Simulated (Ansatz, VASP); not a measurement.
## One calculation of TiO2, two programs

The input POSCAR:

```
TiO2
1.0
   -1.8323030467      1.8323030467      4.7195279246
    1.8323030467     -1.8323030467      4.7195279246
    1.8323030467      1.8323030467     -4.7195279246
Ti O
2 4
Direct
    0.0000000000      0.0000000000      0.0000000000
    0.7500000000      0.2500000000      0.5000000000
    0.2073045411      0.2073045411      0.0000000000
    0.9573045411      0.4573045411      0.5000000000
    0.5426954589      0.0426954589      0.5000000000
    0.7926954589      0.7926954589      0.0000000000
```

Contents of INCAR.step1:

```
SYSTEM = TiO2
PREC = Accurate ; ENCUT = 520
ISMEAR = 0 ; SIGMA = 0.05
LREAL = .False. ; LASPH = .True.
NELM = 80 ; NBANDS = 33
GGA = PE ; ALGO = Normal
EDIFF = 1E-4 ; LWAVE = .True.
LCHARG = .False.
```

File INCAR.step2:

```
SYSTEM = TiO2
PREC = Accurate ; ENCUT = 520
EDIFF = 1E-6 ; ISMEAR = 0
SIGMA = 0.05 ; LREAL = .False.
LASPH = .True. ; NELM = 80
ALGO = Normal ; ISIF = 2
LWAVE = .False. ; LCHARG = .True.
METAGGA = R2SCAN ; LMIXTAU = .True.
LELF = .True. ; LVHAR = .True.
NBANDS = 33 ; ISTART = 1
```

Contents of KPOINTS:

```
regular mesh
0
Gamma
  8 8 8
  0 0 0
```

Input for Ansatz:

```yaml
crystal:
  lattice:
    - [-1.8323030467, 1.8323030467, 4.7195279246]
    - [1.8323030467, -1.8323030467, 4.7195279246]
    - [1.8323030467, 1.8323030467, -4.7195279246]
  atoms:
    - { symbol: Ti, position: [0.0, 0.0, 0.0] }
    - { symbol: Ti, position: [0.75, 0.25, 0.5] }
    - { symbol: O, position: [0.2073045411, 0.2073045411, 0.0] }
    - { symbol: O, position: [0.9573045411, 0.4573045411, 0.5] }
    - { symbol: O, position: [0.5426954589, 0.0426954589, 0.5] }
    - { symbol: O, position: [0.7926954589, 0.7926954589, 0.0] }
basis:
  ecutwfc: 500
kpoints:
  mp_grid: { grid: [8, 8, 8] }
hamiltonian:
  xc: r2scan
scf:
  occupations: { method: gaussian, width: 0.05 }
output:
  forces: true
  stress: true
  eigenvalues: true
```

Change from the starting cell: strain -0.030 along x and y, -0.015 along z, atoms carried along.

Alike in both runs: task single point; functional r2SCAN; k mesh 8 × 8 × 8; occupations gaussian, width 0.05 eV; no spin polarisation.

|  | VASP | Ansatz |
| --- | --- | --- |
| version | VASP 6.6.1 | Ansatz 0.2.0 |
| potentials or method | VASP PAW PBE potentials, release 64 (Ti_sv, O), cutoff 520 eV | scalar-relativistic, plane waves, PAW |
| valence electrons in the cell | 48 | 48 |

VASP gave:

- gap on the k mesh at the Fermi level (eV): 2.81
- least direct gap on the mesh (eV): 3.13
- pressure (GPa): 21.8
- traceless stress, the component that is largest in VASP (GPa): -3.21
- rms of the force components (eV/Å): 0.112

Estimate Ansatz's values.

gap on the k mesh at the Fermi level (eV): 2.79; least direct gap on the mesh (eV): 3.10; pressure (GPa): 20.3; traceless stress, the component that is largest in VASP (GPa): -2.98; rms of the force components (eV/Å): 0.101.

VASP's potentials were made for PBE, not for r2SCAN. Atom by atom the forces differ by 0.011 eV/Å (rms over components).
